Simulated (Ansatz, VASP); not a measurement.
One calculation of Zn, two programs

```xyz
8
Lattice="4.7822 0.0000 0.0000 0.0000 4.7822 0.0000 0.0000 0.0000 4.7822" Properties=species:S:1:pos:R:3 pbc="T T T"
Zn    0.0000    4.7822    0.0000
Zn    2.3911    2.3911    2.3911
Zn    1.1955    0.0000    2.3911
Zn    3.5866    0.0000    2.3911
Zn    2.3911    1.1955    4.7822
Zn    2.3911    3.5866    0.0000
Zn    4.7822    2.3911    1.1955
Zn    4.7822    2.3911    3.5866
```

Alike in both runs: functional LDA; k mesh 5 × 5 × 5; occupations fermi-dirac, width 0.1 eV; no spin polarisation.

Ansatz relaxed the structure, and its values are those at the end. VASP's run is a single point on that final structure, the one shown.

|  | VASP | Ansatz |
| --- | --- | --- |
| version | VASP 6.6.1 | Ansatz 0.2.0 |
| potentials or method | VASP PAW LDA potentials, release 64 (Zn), cutoff 520 eV | plane waves (420 eV) with PAW, scalar-relativistic |
| valence electrons in the cell | 96 | 96 |

```csv
,VASP,Ansatz,Ansatz less VASP
pressure (GPa),0.8,0.0,-0.80
```

Ansatz warns that its potentials were made for another functional, while VASP's fit it. LDA's correlation is that of Perdew and Zunger in VASP and of Perdew and Wang (1992) in Ansatz.
